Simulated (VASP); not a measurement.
# HfC5 (R-3m) in VASP: a series of runs

Runs on HfC5. Level: PBE. Tasks: single point.

All numbers are computed with VASP 6.6.1; they aren't measurements. Logs are shortened: lines on timing, memory, paths and dates and some standing lists are left out, and cuts for length are marked.

## 1. The cell of the first run

Symmetry: R-3m, No. 166, trigonal system. Conventional cell: a = 4.928 Å, b = 4.928 Å, c = 7.720 Å, α = 90.00°, β = 90.00°, γ = 120.00°. Within 3.3 Å of Hf (site symmetry -3m) lie 20 C at 2.46 to 2.94 Å. C (site symmetry 2/m) has 2 C at 1.42 Å within 1.9 Å. Within 1.9 Å of C (site symmetry 3m) lie 3 C at 1.42 Å.

The cell was generated, and may not be a known phase.

## 2. Single point, PBE

INCAR

```
PREC = Accurate
ENCUT = 600
EDIFF = 1E-6
ISMEAR = 0
SIGMA = 0.2
LREAL = F
LASPH = T
NELM = 120
ALGO = Normal
ISIF = 2
LWAVE = F
LCHARG = T
GGA = PE
LELF = T
LVHAR = T
NBANDS = 24
GGA_COMPAT = F
```

KPOINTS

```
Automatic mesh
0
Gamma
  4 4 4
```

POSCAR

```
HfC5
1.0
    2.4642260364      1.4227215643      2.5734477065
   -2.4642260364      1.4227215643      2.5734477065
    0.0000000000     -2.8454431321      2.5734477045
Hf C
1 5
Direct
    0.5000000000      0.5000000000      0.5000000000
    0.0000000000      0.0000000000      0.5000000000
    0.5000000000      0.0000000000      0.0000000000
    0.0000000000      0.5000000000      0.0000000000
    0.8262828729      0.8262828729      0.8262828729
    0.1737171271      0.1737171271      0.1737171271
```

Potentials or basis: VASP PAW PBE potentials, release 64 (Hf_pv, C).

Run with:

```
cat potpaw_PBE.64/Hf_pv/POTCAR potpaw_PBE.64/C/POTCAR > POTCAR
mpirun -np 1 vasp_std > vasp.out
```

OUTCAR:

```text
PREC = Accurate
   ENCUT = 600
   EDIFF = 1E-6
   ISMEAR = 0
   LREAL = F
   LASPH = T
   NELM = 120
   ISIF = 2
   GGA = PE

 ion  position               nearest neighbor table
   1  0.500  0.500  0.500-   2 2.46   2 2.46   3 2.46   3 2.46   4 2.46   4 2.46   5 2.52   6 2.52
                             5 2.85   6 2.85   6 2.85   5 2.85   6 2.85   5 2.85   3 2.94   4 2.94
   2  0.000  0.000  0.500-   5 1.42   6 1.42   1 2.46   1 2.46   1 2.94   1 2.94
   3  0.500  0.000  0.000-   5 1.42   6 1.42   1 2.46   1 2.46   1 2.94   1 2.94
   4  0.000  0.500  0.000-   5 1.42   6 1.42   1 2.46   1 2.46   1 2.94   1 2.94
   5  0.826  0.826  0.826-   3 1.42   4 1.42   2 1.42   1 2.52   1 2.85   1 2.85   1 2.85
   6  0.174  0.174  0.174-   3 1.42   4 1.42   2 1.42   1 2.52   1 2.85   1 2.85   1 2.85

  LATTYP: Found a trigonal (rhomboedric) cell.
 ALAT       =     3.8365583152
 COS(alpha) =     0.1748983191

  Lattice vectors:

 A1 = (   2.4642260364,   1.4227215643,   2.5734477065)
 A2 = (  -2.4642260364,   1.4227215643,   2.5734477065)
 A3 = (   0.0000000000,  -2.8454431321,   2.5734477045)

Analysis of symmetry for initial positions (statically):
=====================================================================
 Subroutine PRICEL returns:
 Original cell was already a primitive cell.

 Routine SETGRP: Setting up the symmetry group for a
 trigonal (rhombohedral) supercell.

 Subroutine GETGRP returns: Found 12 space group operations
 (whereof 12 operations were pure point group operations)
 out of a pool of 12 trial point group operations.

The static configuration has the point symmetry D_3d.

Analysis of symmetry for dynamics (positions and initial velocities):
=====================================================================
 Subroutine PRICEL returns:
 Original cell was already a primitive cell.

 Routine SETGRP: Setting up the symmetry group for a
 trigonal (rhombohedral) supercell.

 Subroutine GETGRP returns: Found 12 space group operations
 (whereof 12 operations were pure point group operations)
 out of a pool of 12 trial point group operations.

The dynamic configuration has the point symmetry D_3d.

 Subroutine INISYM returns: Found 12 space group operations
 (whereof 12 operations are pure point group operations),
 and found     1 'primitive' translations

----------------------------------------------------------------------------------------

[... 91 lines left out ...]
   NSW    =      0    number of steps for IOM
   IBRION =     -1    ionic relax: 0-MD 1-quasi-New 2-CG
   NFREE  =      0    steps in history (QN), initial steepest desc. (CG)
   ISIF   =      2    stress and relaxation
   ISYM   =      2    0-nonsym 1-usesym 2-fastsym
   POTIM  = 0.5000    time-step for ionic-motion
   TEBEG  =    0.0;   TEEND  =   0.0 temperature during run
   PSTRESS=    0.0 pullay stress
   NELECT =      30.0000    total number of electrons
   NUPDOWN=      -1.0000    fix difference up-down
   EMIN   =  10.00;   EMAX   =-10.00  energy-range for DOS
   EFERMI =   0.00;   METHOD = LEGACY
   ISMEAR =     0;   SIGMA  =   0.20  broadening in eV -4-tet -1-fermi 0-gaus
   EFERMI_NEDOS =   21; number of points for ismear=-14 and -15
   IALGO  =     38    algorithm
   IMIX   =      4    mixing-type and parameters
     AMIX     =   0.40;   BMIX     =  1.00
     AMIX_MAG =   1.60;   BMIX_MAG =  1.00
  volume/ion in A,a.u.               =       9.02        60.89
  Fermi-wavevector in a.u.,A,eV,Ry     =   1.344703  2.541119 24.602394  1.808225
  Thomas-Fermi vector in A             =   2.472675
   LORBIT       =      0    0 simple, 1 ext, 2 COOP (PROOUT), +10 PAW based schemes
   GGA     = PE    functional components
   LHFCALC =     F    Hartree Fock is set to
   AEXX    =    0.0000 exact exchange contribution
   IVDW    =     0    specifies the selected vdW correction
   LEPSILON=     F    determine dielectric tensor
   LRPA    =     F    only Hartree local field effects (RPA)
 non-spin polarized calculation
 Gauss-broadening in eV      SIGMA  =   0.20
  energy-cutoff  :      600.00
  volume of cell :       54.13
 maximum number of plane-waves:      1830
 NGX is ok and might be reduce to    32
   NGX = 15   NGY = 15   NGZ = 15

 number of electron      30.0000001 magnetization

 Free energy of the ion-electron system (eV)
  ---------------------------------------------------
  ext. energy  EPLUGINS =         0.00000000
  ---------------------------------------------------
  free energy    TOTEN  =       -50.24536933 eV

  energy without entropy =      -50.20077958  energy(sigma->0) =      -50.22307445

 E-fermi :   7.3233     XC(G=0): -12.0652

 val. band max:        7.2648893939   @ k =   0.0000   0.0000   0.0000
 cond. band min:       7.3494023985   @ k =   0.2500   0.0000  -0.0000
 fundamental gap:      0.0845130046
 Fermi energy:         7.3232898033

 k-point     1 :       0.0000    0.0000    0.0000
  band No.  band energies     occupation
      1     -24.5322      2.00000
      2     -24.2358      2.00000
      3     -24.2358      2.00000
      4     -11.7022      2.00000
      5      -7.6136      2.00000
      6      -5.2399      2.00000
[... 340 lines left out ...]
     23      13.7986      0.00000
     24      15.2963      0.00000

------------------------ aborting loop because EDIFF is reached ----------------------------------------

  FORCE on cell =-STRESS in cart. coord.  units (eV):
  Direction    XX          YY          ZZ          XY          YZ          ZX
  --------------------------------------------------------------------------------------
  -------------------------------------------------------------------------------------
  Total       -0.4606359     -0.4606359     -0.4877525     -0.0000000      0.0000000      0.0000000
  in kB      -13.6333086    -13.6333086    -14.4358732     -0.0000000      0.0000000      0.0000000
  external PRESSURE =     -13.9008301 kB  Pullay stress =       0.0000000 kB

 VOLUME and BASIS-vectors are now :
 -----------------------------------------------------------------------------
  energy-cutoff  :      600.00
  volume of cell :       54.13
      direct lattice vectors                 reciprocal lattice vectors
     2.464226036  1.422721564  2.573447707     0.202903464  0.117146370  0.129527922
    -2.464226036  1.422721564  2.573447707    -0.202903464  0.117146370  0.129527922
     0.000000000 -2.845443132  2.573447704     0.000000000 -0.234292740  0.129527922

 POSITION                                       TOTAL-FORCE (eV/Angst)
 -----------------------------------------------------------------------------------
      0.00000     -0.00000      3.86017        -0.000000     -0.000000     -0.000000
      0.00000     -1.42272      1.28672        -0.000000     -0.000000     -0.000000
      1.23211      0.71136      1.28672         0.000000     -0.000000     -0.000000
     -1.23211      0.71136      1.28672         0.000000     -0.000000     -0.000000
      0.00000     -0.00000      6.37919        -0.000000      0.000000     -0.025950
      0.00000     -0.00000      1.34116        -0.000000     -0.000000      0.025950
 -----------------------------------------------------------------------------------
    total drift:                               -0.000000     -0.000000      0.000000

  FREE ENERGIE OF THE ION-ELECTRON SYSTEM (eV)
  ---------------------------------------------------
  free  energy   TOTEN  =       -50.2453693309 eV

  energy  without entropy=      -50.2007795751  energy(sigma->0) =      -50.22307445
```

stdout:

```text
POSCAR found type information on POSCAR HfC
 POSCAR found :  2 types and       6 ions
 scaLAPACK will be used
 LDA part: xc-table for (Slater+PW92), standard interpolation
 POSCAR, INCAR and KPOINTS ok, starting setup
 FFT: planning ... GRIDC
 FFT: planning ... GRID_SOFT
 FFT: planning ... GRID
 WAVECAR not read
 entering main loop
```

It took 23 s on 1 thread of Intel Xeon Platinum 8259CL at 2.50GHz (Skylake/Cascade Lake), shared host; peak memory 0.17 GiB.

Results:

- Free energy: -50.2454 eV
- Pressure: -1.4 GPa
- Largest force: 0.026 eV/Å
- Band gap on the k mesh: zero (bands 15 and 16 overlap by 1.31 eV)

Forces on the atoms (eV/Å):
```
Hf   0.000  0.000  0.000
C    0.000  0.000  0.000
C    0.000  0.000  0.000
C    0.000  0.000  0.000
C    0.000  0.000 -0.026
C    0.000  0.000  0.026
```

Stress tensor (GPa, compression positive):
```
-1.36  0.00  0.00
 0.00 -1.36  0.00
 0.00  0.00 -1.44
```

Caveat: the k points lie up to 0.42 Å⁻¹ apart, too coarse for converged energies and pressures of a metal; spin-orbit coupling is left out, which moves the levels of the heavy elements.

## 3. Single point, PBE

This run uses another cell than the first one, of 9.49 Å³/atom.

INCAR

```
SYSTEM = HfC5
  PREC = Accurate
  ENCUT = 600
  EDIFF = 1E-6
  ISMEAR = 0
  SIGMA = 0.2
  LREAL = .False.
  LASPH = .True.
  NELM = 120
  ALGO = Normal
  ISIF = 2
  LWAVE = .False.
  LCHARG = .False.
  GGA = PE
  NBANDS = 24
  GGA_COMPAT = .False.
```

KPOINTS

```
Automatic mesh
0
Gamma
  4 4 4
  0 0 0
```

POSCAR

```
HfC5
1.0
    2.0410771810      1.1784164599      3.9441273057
   -2.0410771810      1.1784164599      3.9441273057
    0.0000000000     -2.3568329198      3.9441273057
Hf C
1 5
Direct
    0.5000000000      0.5000000000      0.5000000000
    0.5000000000      0.5000000000      0.0000000000
    0.0000000000      0.5000000000      0.5000000000
    0.5000000000      0.0000000000      0.5000000000
    0.0606797356      0.0606797356      0.0606797356
    0.9393202644      0.9393202644      0.9393202644
```

Potentials or basis: VASP PAW PBE potentials, release 64 (Hf_pv, C).

Run with:

```
cat potpaw_PBE.64/Hf_pv/POTCAR potpaw_PBE.64/C/POTCAR > POTCAR
mpirun -np 1 vasp_std > vasp.out
```

Wall time 38 s (1 thread of Intel Xeon Platinum 8259CL at 2.50GHz (Skylake/Cascade Lake), shared host); peak memory 0.24 GiB.

Results (log left out):

```
Free energy            : -42.2633 eV
Pressure               : -0.7 GPa
Largest force          : 0.139 eV/Å
Band gap on the k mesh : zero (bands 15 and 16 overlap by 0.21 eV)
```

Forces on the atoms (eV/Å):
```
Hf   0.000  0.000  0.000
C    0.000  0.000  0.000
C    0.000  0.000  0.000
C    0.000  0.000  0.000
C    0.000  0.000  0.139
C    0.000  0.000 -0.139
```

Stress tensor (GPa, compression positive):
```
-0.69  0.00  0.00
 0.00 -0.69  0.00
 0.00  0.00 -0.60
```

Levels at points of the mesh, in eV from the Fermi level:
```tsv
k point	band 11	band 12	band 13	band 14	band 15	band 16	band 17	band 18	band 19	band 20
(0.00, 0.00, 0.00)	-6.84	-5.17	-1.32	-1.32	-1.31	0.70	0.70	4.24	4.36	4.36
(0.50, 0.00, 0.00)	-2.81	-2.20	-2.02	-1.57	-1.40	0.22	2.23	2.80	3.95	3.98
(0.50, 0.50, 0.00)	-3.22	-1.76	-1.49	-1.02	0.04	0.19	1.36	1.83	2.67	3.61
(0.50, 0.50, 0.50)	-6.51	-2.22	-2.22	-2.05	-1.55	1.76	1.76	2.92	2.92	4.29
```

Caveat: the k points lie up to 0.46 Å⁻¹ apart; spin-orbit coupling is left out, which moves the levels of the heavy elements.

The gap in the log of VASP goes by the Fermi energy; the results here count the filled bands.